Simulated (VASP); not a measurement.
# YCl in VASP: single point with PBE

Aim: the single point of YCl with PBE.

Everything below comes from runs of VASP 6.6.1. Logs are shortened: lines on timing, memory, paths and dates and some standing lists are left out, and cuts for length are marked.

**1. The cell of the first run**

The cell holds a sheet with vacuum, 8 atoms: a = 7.484 Å, b = 3.742 Å, c = 36.098 Å, α = 90.00°, β = 90.00°, γ = 120.00°.

**2. Single point, PBE**

Contents of INCAR:

```
PREC = Accurate
ENCUT = 400
EDIFF = 1E-6
ISMEAR = 0
SIGMA = 0.2
LREAL = F
LASPH = T
NELM = 120
ALGO = Normal
ISIF = 2
LWAVE = F
LCHARG = F
LDIPOL = T
IDIPOL = 3
DIPOL = 0.5 0.5 0.291
GGA = PE
NBANDS = 46
GGA_COMPAT = F
NELMDL = -8
```

Contents of KPOINTS:

```
regular mesh
0
Gamma
  6 6 1
```

Contents of POSCAR:

```
YCl
1.0
    7.4836248597      0.0000005758      0.0000000000
   -1.8709064643      3.2405044765      0.0000000000
    0.0000000000      0.0000000000     36.0981712000
Y Cl
4 4
Direct
    0.3333333333      0.3333333333      0.2514427332
    0.8333333333      0.3333333333      0.2514427332
    0.1666666667      0.6666666667      0.3303041892
    0.6666666667      0.6666666667      0.3303041892
    0.5000000000      0.0000000000      0.2029088427
    0.0000000000      0.0000000000      0.2029088427
    0.0000000000      0.0000000000      0.3788380797
    0.5000000000      0.0000000000      0.3788380797
```

Potentials or basis: VASP PAW PBE potentials, release 64 (Y_sv, Cl).

The run is started by

```
$ cat potpaw_PBE.64/Y_sv/POTCAR potpaw_PBE.64/Cl/POTCAR > POTCAR
$ mpirun -np 1 vasp_std > vasp.out
```

OUTCAR:

```text
PREC = Accurate
   ENCUT = 400
   EDIFF = 1E-6
   ISMEAR = 0
   LREAL = F
   LASPH = T
   NELM = 120
   ISIF = 2
   GGA = PE
   NELMDL = -8

 ion  position               nearest neighbor table
   1  0.333  0.333  0.251-   6 2.78   5 2.78   5 2.78   3 3.57   3 3.57   4 3.57   2 3.74   2 3.74
                             2 3.74   2 3.74
   2  0.833  0.333  0.251-   5 2.78   6 2.78   6 2.78   4 3.57   4 3.57   3 3.57   1 3.74   1 3.74
                             1 3.74   1 3.74
   3  0.167  0.667  0.330-   8 2.78   7 2.78   7 2.78   1 3.57   1 3.57   2 3.57   4 3.74   4 3.74
                             4 3.74   4 3.74
   4  0.667  0.667  0.330-   7 2.78   8 2.78   8 2.78   2 3.57   2 3.57   1 3.57   3 3.74   3 3.74
                             3 3.74   3 3.74
   5  0.500  0.000  0.203-   2 2.78   1 2.78   1 2.78
   6  0.000  0.000  0.203-   1 2.78   2 2.78   2 2.78
   7  0.000  0.000  0.379-   4 2.78   3 2.78   3 2.78
   8  0.500  0.000  0.379-   3 2.78   4 2.78   4 2.78

  Warning from LATTYP: Monoclinic adjustment (A1->A3, A2->A1, A3->A2)!
  LATTYP: Found a simple orthorhombic cell.
 ALAT       =     3.7418124299
 B/A-ratio  =     1.7320508075
 C/A-ratio  =     9.6472423128

  Lattice vectors:

 A1 = (   1.8709064643,  -3.2405044765,   0.0000000000)
 A2 = (   5.6127183954,   3.2405050523,   0.0000000000)
 A3 = (   0.0000000000,   0.0000000000,  36.0981712000)

Analysis of symmetry for initial positions (statically):
=====================================================================
 Subroutine PRICEL returns following result:

  LATTYP: Found a hexagonal cell.
 ALAT       =     3.7418124299
 C/A-ratio  =     9.6472423129

  Lattice vectors:

 A1 = (   3.7418124298,   0.0000002879,   0.0000000000)
 A2 = (  -1.8709064643,   3.2405044765,   0.0000000000)
 A3 = (   0.0000000000,   0.0000000000,  36.0981712000)

   2 primitive cells build up your supercell.

 Routine SETGRP: Setting up the symmetry group for a
 simple orthorhombic supercell.

 Subroutine GETGRP returns: Found  4 space group operations
 (whereof  2 operations were pure point group operations)
 out of a pool of  8 trial point group operations.

The static configuration has the point symmetry C_1h.
 The point group associated with its full space group is C_2h.

Analysis of symmetry for dynamics (positions and initial velocities):
=====================================================================
 Subroutine PRICEL returns following result:

  LATTYP: Found a hexagonal cell.
 ALAT       =     3.7418124299
 C/A-ratio  =     9.6472423129

  Lattice vectors:

 A1 = (   3.7418124298,   0.0000002879,   0.0000000000)
 A2 = (  -1.8709064643,   3.2405044765,   0.0000000000)
 A3 = (   0.0000000000,   0.0000000000,  36.0981712000)

   2 primitive cells build up your supercell.

 Routine SETGRP: Setting up the symmetry group for a
 simple orthorhombic supercell.

 Subroutine GETGRP returns: Found  4 space group operations
 (whereof  2 operations were pure point group operations)
 out of a pool of  8 trial point group operations.

The dynamic configuration has the point symmetry C_1h.
 The point group associated with its full space group is C_2h.

 Subroutine INISYM returns: Found  4 space group operations
 (whereof  2 operations are pure point group operations),
 and found     2 'primitive' translations

----------------------------------------------------------------------------------------

                                     Primitive cell

  volume of cell :     437.7033

  direct lattice vectors                    reciprocal lattice vectors
     3.741812430  0.000000288  0.000000000     0.267250156  0.154296977  0.000000000
    -1.870906464  3.240504476  0.000000000    -0.000000024  0.308593913  0.000000000
     0.000000000  0.000000000 36.098171200     0.000000000  0.000000000  0.027702234

  length of vectors
     3.741812430  3.741812430 36.098171200     0.308593913  0.308593913  0.027702234

  position of ions in fractional coordinates (direct lattice)
     0.666666667  0.333333333  0.251442733
     0.333333333  0.666666667  0.330304189
     0.000000000  0.000000000  0.202908843
     0.000000000  0.000000000  0.378838080

  ion indices of the primitive-cell ions
   primitive index   ion index
                 1           1
                 2           3
                 3           5
                 4           8

----------------------------------------------------------------------------------------

 KPOINTS: regular mesh

Automatic generation of k-mesh.
 Grid dimensions read from file:
 generate k-points for:    6    6    1

 Generating k-lattice:

  Cartesian coordinates                     Fractional coordinates (reciprocal lattice)
     0.022270846  0.012858081  0.000000000     0.166666667 -0.000000000  0.000000000
    -0.000000004  0.051432319  0.000000000     0.000000000  0.166666667  0.000000000
     0.000000000  0.000000000  0.027702234     0.000000000  0.000000000  1.000000000

  Length of vectors
     0.025716159  0.051432319  0.027702234

  Shift w.r.t. Gamma in fractional coordinates (k-lattice)
     0.000000000  0.000000000  0.000000000

 Subroutine IBZKPT returns following result:
 ===========================================

 Found     16 irreducible k-points:

 Following reciprocal coordinates:
            Coordinates               Weight
  0.000000  0.000000  0.000000      1.000000
  0.166667 -0.000000  0.000000      2.000000
  0.333333 -0.000000  0.000000      2.000000
  0.500000  0.000000  0.000000      1.000000
  0.000000  0.166667  0.000000      4.000000
  0.166667  0.166667  0.000000      4.000000
[... 8 lines left out ...]
  0.333333  0.500000  0.000000      2.000000
  0.500000  0.500000  0.000000      1.000000
   k-points           NKPTS =     16   k-points in BZ     NKDIM =     16   number of bands    NBANDS=     46
   number of dos      NEDOS =    301   number of ions     NIONS =      8
   total plane-waves  NPLWV = 288000
   dimension x,y,z NGX =    50 NGY =   24 NGZ =  240
   dimension x,y,z NGXF=   100 NGYF=   48 NGZF=  480
   ions per type =               4   4
   NGX,Y,Z   is equivalent  to a cutoff of  11.11, 10.66, 11.05 a.u.
   NGXF,Y,Z  is equivalent  to a cutoff of  22.21, 21.33, 22.11 a.u.
 SYSTEM =  unknown system
   PREC   = accura    normal or accurate (medium, high low for compatibility)
   ISTART =      0    job   : 0-new  1-cont  2-samecut
   ICHARG =      2    charge: 1-file 2-atom 10-const
   ISPIN  =      1    spin polarized calculation?
   LNONCOLLINEAR =      F non collinear calculations
   LSORBIT =      F    spin-orbit coupling
   LASPH  =      T    aspherical Exc in radial PAW
   ENCUT  =  400.0 eV  29.40 Ry    5.42 a.u.  12.20  6.10 58.87*2*pi/ulx,y,z
   NELM   =    120;   NELMIN=  2; NELMDL= -8     # of ELM steps
   EDIFF  = 0.1E-05   stopping-criterion for ELM
   LREAL  =      F    real-space projection
   EDIFFG = 0.1E-04   stopping-criterion for IOM
   NSW    =      0    number of steps for IOM
   IBRION =     -1    ionic relax: 0-MD 1-quasi-New 2-CG
   NFREE  =      0    steps in history (QN), initial steepest desc. (CG)
   ISIF   =      2    stress and relaxation
   ISYM   =      2    0-nonsym 1-usesym 2-fastsym
   POTIM  = 0.5000    time-step for ionic-motion
   TEBEG  =    0.0;   TEEND  =   0.0 temperature during run
   PSTRESS=    0.0 pullay stress
   NELECT =      72.0000    total number of electrons
   NUPDOWN=      -1.0000    fix difference up-down
   EMIN   =  10.00;   EMAX   =-10.00  energy-range for DOS
   EFERMI =   0.00;   METHOD = LEGACY
   ISMEAR =     0;   SIGMA  =   0.20  broadening in eV -4-tet -1-fermi 0-gaus
   EFERMI_NEDOS =   21; number of points for ismear=-14 and -15
   IALGO  =     38    algorithm
   IMIX   =      4    mixing-type and parameters
     AMIX     =   0.40;   BMIX     =  1.00
     AMIX_MAG =   1.60;   BMIX_MAG =  1.00
  volume/ion in A,a.u.               =     109.43       738.44
  Fermi-wavevector in a.u.,A,eV,Ry     =   0.711949  1.345389  6.896409  0.506872
  Thomas-Fermi vector in A             =   1.799196
   LORBIT       =      0    0 simple, 1 ext, 2 COOP (PROOUT), +10 PAW based schemes
   GGA     = PE    functional components
   LHFCALC =     F    Hartree Fock is set to
   AEXX    =    0.0000 exact exchange contribution
   IVDW    =     0    specifies the selected vdW correction
   LEPSILON=     F    determine dielectric tensor
   LRPA    =     F    only Hartree local field effects (RPA)
 non-spin polarized calculation
 Gauss-broadening in eV      SIGMA  =   0.20
  energy-cutoff  :      400.00
  volume of cell :      875.41
 maximum number of plane-waves:     15992
 NGX is ok and might be reduce to    50
   NGX = 25   NGY = 13   NGZ =117

 dipolmoment           0.000000      0.000000     -0.000001 electrons x Angstroem

 number of electron      71.9999995 magnetization

 dipolmoment           0.000000      0.000000      0.000001 electrons x Angstroem

 Free energy of the ion-electron system (eV)
  ---------------------------------------------------
  ext. energy  EPLUGINS =         0.00000000
  ---------------------------------------------------
  free energy    TOTEN  =       -44.96802735 eV

  energy without entropy =      -44.69672187  energy(sigma->0) =      -44.83237461

 E-fermi :  -2.5987     XC(G=0):  -2.5728

 val. band max:       -2.6199225334   @ k =  -0.1667   0.1667   0.0000
 cond. band min:      -2.5887753744   @ k =   0.5000   0.5000   0.0000
 fundamental gap:      0.0311471589
 Fermi energy:        -2.5986604882

 k-point     1 :       0.0000    0.0000    0.0000
  band No.  band energies     occupation
      1     -45.5556      2.00000
      2     -45.5240      2.00000
      3     -45.5190      2.00000
      4     -45.5086      2.00000
      5     -25.7518      2.00000
      6     -25.7327      2.00000
[... 38 lines left out ...]
     45       0.3454      0.00000
     46       0.3456      0.00000
[... 694 lines left out ...]
      6     -25.6858      2.00000
[... 38 lines left out ...]
     45       0.6110      0.00000
     46       0.6110      0.00000

------------------------ aborting loop because EDIFF is reached ----------------------------------------

 vacuum level on the upper side and lower side of the slab       (xc-potential included)        -0.006        -0.006

  FORCE on cell =-STRESS in cart. coord.  units (eV):
  Direction    XX          YY          ZZ          XY          YZ          ZX
  --------------------------------------------------------------------------------------
  -------------------------------------------------------------------------------------
  Total        0.1331850      0.1272480     -0.4696101      0.0051416     -0.0027439     -0.0047525
  in kB        0.2437565      0.2328905     -0.8594847      0.0094102     -0.0050218     -0.0086981
  external PRESSURE =      -0.1276126 kB  Pullay stress =       0.0000000 kB

 VOLUME and BASIS-vectors are now :
 -----------------------------------------------------------------------------
  energy-cutoff  :      400.00
  volume of cell :      875.41
      direct lattice vectors                 reciprocal lattice vectors
     7.483624860  0.000000576  0.000000000     0.133625078  0.077148488  0.000000000
    -1.870906464  3.240504476  0.000000000    -0.000000024  0.308593913  0.000000000
     0.000000000  0.000000000 36.098171200     0.000000000  0.000000000  0.027702234

 POSITION                                       TOTAL-FORCE (eV/Angst)
 -----------------------------------------------------------------------------------
      1.87091      1.08017      9.07662         0.001203      0.000695     -0.014788
      5.61272      1.08017      9.07662         0.001203      0.000695     -0.014788
     -0.00000      2.16034     11.92338        -0.001203     -0.000695      0.014788
      3.74181      2.16034     11.92338        -0.001203     -0.000695      0.014788
      3.74181      0.00000      7.32464        -0.000155     -0.000089      0.036737
      0.00000      0.00000      7.32464        -0.000155     -0.000089      0.036737
      0.00000      0.00000     13.67536         0.000155      0.000089     -0.036737
      3.74181      0.00000     13.67536         0.000155      0.000089     -0.036737
 -----------------------------------------------------------------------------------
    total drift:                               -0.000000      0.000000     -0.000050

  FREE ENERGIE OF THE ION-ELECTRON SYSTEM (eV)
  ---------------------------------------------------
  free  energy   TOTEN  =       -44.9680273450 eV

  energy  without entropy=      -44.6967218658  energy(sigma->0) =      -44.83237461

 vacuum level on the upper side and lower side of the slab         2.026         2.026
```

It took 37 min on 1 thread of Intel Xeon 8259CL, shared host; peak memory 0.81 GiB.

Results:

* Free energy: -44.9680 eV
* Largest force: 0.037 eV/Å
* Band gap on the k mesh: zero (bands 36 and 37 overlap by 0.07 eV)

Forces on the atoms (eV/Å):
```
Y    0.001  0.001 -0.015
Y    0.001  0.001 -0.015
Y   -0.001 -0.001  0.015
Y   -0.001 -0.001  0.015
Cl   0.000  0.000  0.037
Cl   0.000  0.000  0.037
Cl   0.000  0.000 -0.037
Cl   0.000  0.000 -0.037
```

Levels at points of the mesh, in eV from the Fermi level:
| k point | band 32 | band 33 | band 34 | band 35 | band 36 | band 37 | band 38 | band 39 | band 40 | band 41 |
| --- | --- | --- | --- | --- | --- | --- | --- | --- | --- | --- |
| (0.00, 0.00, 0.00) | -4.05 | -2.01 | -0.60 | -0.28 | -0.26 | -0.06 | 1.07 | 1.74 | 1.74 | 1.76 |
| (0.50, 0.00, 0.00) | -4.21 | -1.49 | -1.49 | -0.09 | -0.09 | 0.60 | 0.60 | 1.58 | 1.58 | 2.17 |
| (0.00, 0.50, 0.00) | -4.36 | -0.60 | -0.60 | -0.28 | -0.28 | -0.06 | -0.06 | 1.07 | 1.07 | 2.48 |
| (0.50, 0.50, 0.00) | -4.70 | -0.72 | -0.72 | 0.01 | 0.01 | 0.02 | 0.02 | 2.10 | 2.10 | 2.23 |

The gap in the log of VASP goes by the Fermi energy; the results here count the filled bands.